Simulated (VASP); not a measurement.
# BC4 in VASP: notebook, part 2 of 3

VASP 6.6.1. The steps go on from the part before.

## (3) Single point, PBE, collinear spin

This run uses another cell than the first one.

The input, INCAR:

```
SYSTEM = BC4
PREC = Accurate
ENCUT = 520
EDIFF = 1E-7
ISMEAR = 0
SIGMA = 0.1
LREAL = .False.
LASPH = .True.
NELM = 150
ALGO = Normal
ISIF = 2
LWAVE = .False.
LCHARG = .True.
ISPIN = 2
MAGMOM = 0 1 1 1 1
LORBIT = 11
LDIPOL = .True.
IDIPOL = 3
DIPOL = 0.5 0.5 0.500
GGA = PE
LELF = .True.
LVHAR = .True.
LVACPOTAV = .True.
NBANDS = 22
```

The input, KPOINTS:

```
Automatic mesh
0
Gamma
  6 4 1
  0 0 0
```

The input, POSCAR:

```
BC4
1.0
    3.5149030000      0.0000000000      0.0000000000
    0.0000000000      4.6493150000      0.0000000000
    0.0000000000      0.0000000000     16.0000000000
B C
1 4
Direct
    0.0000000000      0.5000000000      0.5000000000
    0.8237323300      0.0000000000      0.5388189100
    0.1762676700      0.0000000000      0.5388189100
    0.1762676700      0.0000000000      0.4611810900
    0.8237323300      0.0000000000      0.4611810900
```

Potentials or basis: VASP PAW PBE potentials, release 64 (B, C).

Run with:

```bash
$ cat potpaw_PBE.64/B/POTCAR potpaw_PBE.64/C/POTCAR > POTCAR
$ mpirun -np 1 vasp_std > vasp.out
```

OUTCAR:

```text
SYSTEM = BC4
   PREC = Accurate
   ENCUT = 520
   EDIFF = 1E-7
   ISMEAR = 0
   LREAL = .False.
   LASPH = .True.
   NELM = 150
   ISIF = 2
   ISPIN = 2
   LORBIT = 11
   GGA = PE

 ion  position               nearest neighbor table
   1  0.000  0.500  0.500-
   2  0.824  0.000  0.539-   3 1.24   5 1.24   4 1.75
   3  0.176  0.000  0.539-   2 1.24   4 1.24   5 1.75
   4  0.176  0.000  0.461-   5 1.24   3 1.24   2 1.75
   5  0.824  0.000  0.461-   4 1.24   2 1.24   3 1.75

  LATTYP: Found a simple orthorhombic cell.
 ALAT       =     3.5149030000
 B/A-ratio  =     1.3227434726
 C/A-ratio  =     4.5520459597

  Lattice vectors:

 A1 = (   3.5149030000,   0.0000000000,   0.0000000000)
 A2 = (   0.0000000000,   4.6493150000,   0.0000000000)
 A3 = (   0.0000000000,   0.0000000000,  16.0000000000)

Analysis of symmetry for initial positions (statically):
=====================================================================
 Subroutine PRICEL returns:
 Original cell was already a primitive cell.

 Routine SETGRP: Setting up the symmetry group for a
 simple orthorhombic supercell.

 Subroutine GETGRP returns: Found  8 space group operations
 (whereof  8 operations were pure point group operations)
 out of a pool of  8 trial point group operations.

The static configuration has the point symmetry D_2h.

Analysis of symmetry for dynamics (positions and initial velocities):
=====================================================================
 Subroutine PRICEL returns:
 Original cell was already a primitive cell.

 Routine SETGRP: Setting up the symmetry group for a
 simple orthorhombic supercell.

 Subroutine GETGRP returns: Found  8 space group operations
 (whereof  8 operations were pure point group operations)
 out of a pool of  8 trial point group operations.

The dynamic configuration has the point symmetry D_2h.

Analysis of structural, dynamic, and magnetic symmetry:
=====================================================================
 Subroutine PRICEL returns:
 Original cell was already a primitive cell.

 Routine SETGRP: Setting up the symmetry group for a
 simple orthorhombic supercell.

 Subroutine GETGRP returns: Found  8 space group operations
 (whereof  8 operations were pure point group operations)
 out of a pool of  8 trial point group operations.

The overall configuration has the point symmetry D_2h.

 Subroutine INISYM returns: Found  8 space group operations
 (whereof  8 operations are pure point group operations),
 and found     1 'primitive' translations

----------------------------------------------------------------------------------------

                                     Primitive cell

  volume of cell :     261.4703

  direct lattice vectors                    reciprocal lattice vectors
     3.514903000  0.000000000  0.000000000     0.284502872  0.000000000  0.000000000
     0.000000000  4.649315000  0.000000000     0.000000000  0.215085448  0.000000000
     0.000000000  0.000000000 16.000000000     0.000000000  0.000000000  0.062500000

  length of vectors
     3.514903000  4.649315000 16.000000000     0.284502872  0.215085448  0.062500000

  position of ions in fractional coordinates (direct lattice)
     0.000000000  0.500000000  0.500000000
     0.823732330  0.000000000  0.538818910
     0.176267670  0.000000000  0.538818910
     0.176267670  0.000000000  0.461181090
     0.823732330  0.000000000  0.461181090
[... 78 lines left out ...]
   NELECT =      19.0000    total number of electrons
   NUPDOWN=      -1.0000    fix difference up-down
   EMIN   =  10.00;   EMAX   =-10.00  energy-range for DOS
   EFERMI =   0.00;   METHOD = LEGACY
   ISMEAR =     0;   SIGMA  =   0.10  broadening in eV -4-tet -1-fermi 0-gaus
   EFERMI_NEDOS =   21; number of points for ismear=-14 and -15
   IALGO  =     38    algorithm
   IMIX   =      4    mixing-type and parameters
     AMIX     =   0.40;   BMIX     =  1.00
     AMIX_MAG =   1.60;   BMIX_MAG =  1.00
  volume/ion in A,a.u.               =      52.29       352.90
  Fermi-wavevector in a.u.,A,eV,Ry     =   0.683154  1.290974  6.349830  0.466699
  Thomas-Fermi vector in A             =   1.762435
   LORBIT       =     11    0 simple, 1 ext, 2 COOP (PROOUT), +10 PAW based schemes
   GGA     = PE    functional components
   LHFCALC =     F    Hartree Fock is set to
   AEXX    =    0.0000 exact exchange contribution
   IVDW    =     0    specifies the selected vdW correction
   LEPSILON=     F    determine dielectric tensor
   LRPA    =     F    only Hartree local field effects (RPA)
 spin polarized calculation
 Gauss-broadening in eV      SIGMA  =   0.10
  energy-cutoff  :      520.00
  volume of cell :      261.47
 maximum number of plane-waves:      7079
 NGX is ok and might be reduce to    28
   NGX = 13   NGY = 17   NGZ = 59

 dipolmoment           0.000000      0.000000      0.000000 electrons x Angstroem

 number of electron      19.0000000 magnetization      -0.0000541

 number of electron      19.0000000 magnetization       0.0000019

 dipolmoment           0.000000      0.000000     -0.000000 electrons x Angstroem

 Free energy of the ion-electron system (eV)
  ---------------------------------------------------
  ext. energy  EPLUGINS =         0.00000000
  ---------------------------------------------------
  free energy    TOTEN  =       -23.49980144 eV

  energy without entropy =      -23.49557437  energy(sigma->0) =      -23.49768790

 E-fermi :  -4.0702     XC(G=0):  -2.7458

 val. band max:       -4.1819168800   @ k =   0.5000   0.2500   0.0000
 cond. band min:      -4.0044595676   @ k =   0.0000   0.0000   0.0000
 fundamental gap:      0.1774573124
 Fermi energy:        -4.0702240610

 spin component 1

 k-point     1 :       0.0000    0.0000    0.0000
  band No.  band energies     occupation
      1     -26.8155      1.00000
      2     -15.7300      1.00000
      3     -14.0833      1.00000
      4     -12.7646      1.00000
      5     -12.6455      1.00000
      6     -10.8530      1.00000
[... 277 lines left out ...]
     20       5.9032      0.00000
     21       5.9319      0.00000
 Fermi energy:        -4.0702240610

 spin component 2

 k-point     1 :       0.0000    0.0000    0.0000
  band No.  band energies     occupation
      1     -26.8155      1.00000
      2     -15.7300      1.00000
      3     -14.0833      1.00000
      4     -12.7646      1.00000
      5     -12.6456      1.00000
      6     -10.8530      1.00000
[... 277 lines left out ...]
     20       5.9053      0.00000
     21       5.9407      0.00000
 [bands above 21 left out]

------------------------ aborting loop because EDIFF is reached ----------------------------------------

  FORCE on cell =-STRESS in cart. coord.  units (eV):
  Direction    XX          YY          ZZ          XY          YZ          ZX
  --------------------------------------------------------------------------------------
  -------------------------------------------------------------------------------------
  Total       18.8435513     -1.3072536     33.1190869     -0.0000000      0.0000000      0.0000000
  in kB      115.4651804     -8.0102880    202.9395244     -0.0000000      0.0000000      0.0000000
  external PRESSURE =     103.4648056 kB  Pullay stress =       0.0000000 kB

 VOLUME and BASIS-vectors are now :
 -----------------------------------------------------------------------------
  energy-cutoff  :      520.00
  volume of cell :      261.47
      direct lattice vectors                 reciprocal lattice vectors
     3.514903000  0.000000000  0.000000000     0.284502872  0.000000000  0.000000000
     0.000000000  4.649315000  0.000000000     0.000000000  0.215085448  0.000000000
     0.000000000  0.000000000 16.000000000     0.000000000  0.000000000  0.062500000

 POSITION                                       TOTAL-FORCE (eV/Angst)
 -----------------------------------------------------------------------------------
      0.00000      2.32466      8.00000        -0.000000      0.000000      0.000000
      2.89534      0.00000      8.62110       -12.453095     -0.000000     13.344790
      0.61956      0.00000      8.62110        12.453095     -0.000000     13.344790
      0.61956      0.00000      7.37890        12.453095     -0.000000    -13.344790
      2.89534      0.00000      7.37890       -12.453095      0.000000    -13.344790
 -----------------------------------------------------------------------------------
    total drift:                                0.000000      0.000000     -0.000000

  FREE ENERGIE OF THE ION-ELECTRON SYSTEM (eV)
  ---------------------------------------------------
  free  energy   TOTEN  =       -23.4998014376 eV

  energy  without entropy=      -23.4955743650  energy(sigma->0) =      -23.49768790

 vacuum level on the upper side and lower side of the slab         1.686         1.686

 total charge

# of ion       s       p       d       tot
------------------------------------------
    1        0.998   0.356   0.000   1.355
    2        0.964   1.806   0.000   2.770
    3        0.964   1.806   0.000   2.770
    4        0.964   1.806   0.000   2.770
    5        0.964   1.806   0.000   2.770
--------------------------------------------------
tot          4.855   7.581   0.000  12.436

 magnetization (x)

# of ion       s       p       d       tot
------------------------------------------
    1       -0.000   0.000   0.000   0.000
    2        0.000  -0.000   0.000  -0.000
    3        0.000  -0.000   0.000  -0.000
    4        0.000  -0.000   0.000  -0.000
    5        0.000  -0.000   0.000  -0.000
--------------------------------------------------
tot          0.000  -0.000   0.000  -0.000
```

It took 2.8 min on 1 thread of Intel Xeon Platinum 8488C (Sapphire Rapids), shared host; peak memory 0.46 GiB.

What came out:

* Free energy: -23.4998 eV
* Largest force: 18.253 eV/Å
* Net moment: 0.00 μB per cell
* Valence electrons inside the program's atomic spheres: B 1.35; C 2.77

Forces on the atoms (eV/Å):
```
B     0.000   0.000   0.000
C   -12.453   0.000  13.345
C    12.453   0.000  13.345
C    12.453   0.000 -13.345
C   -12.453   0.000 -13.345
```

Levels at points of the mesh, in eV from the Fermi level:
Spin up:
```
           k point  band 5  band 6  band 7  band 8  band 9  band 10  band 11  band 12  band 13  band 14
(0.00, 0.00, 0.00)   -8.58   -6.78   -3.88   -1.37    0.07     1.09     1.55     2.01     2.27     3.87
(0.50, 0.00, 0.00)   -6.73   -4.32   -3.18   -1.76   -0.69    -0.61     0.70     1.29     1.90     3.67
(0.00, 0.50, 0.00)   -8.64   -6.48   -1.94   -1.28   -1.20     0.52     1.12     1.97     2.63     4.08
(0.50, 0.50, 0.00)   -6.69   -3.12   -2.87   -2.11   -1.30    -0.57    -0.39     2.57     3.13     3.56
```
Spin down:
| k point | band 5 | band 6 | band 7 | band 8 | band 9 | band 10 | band 11 | band 12 | band 13 | band 14 |
| --- | --- | --- | --- | --- | --- | --- | --- | --- | --- | --- |
| (0.00, 0.00, 0.00) | -8.58 | -6.78 | -3.88 | -1.37 | 0.07 | 1.09 | 1.55 | 2.01 | 2.27 | 3.87 |
| (0.50, 0.00, 0.00) | -6.73 | -4.32 | -3.18 | -1.76 | -0.69 | -0.61 | 0.70 | 1.29 | 1.90 | 3.67 |
| (0.00, 0.50, 0.00) | -8.64 | -6.48 | -1.94 | -1.28 | -1.20 | 0.52 | 1.12 | 1.97 | 2.63 | 4.08 |
| (0.50, 0.50, 0.00) | -6.69 | -3.12 | -2.87 | -2.11 | -1.30 | -0.57 | -0.39 | 2.57 | 3.13 | 3.56 |

[end of part 2 of 3]
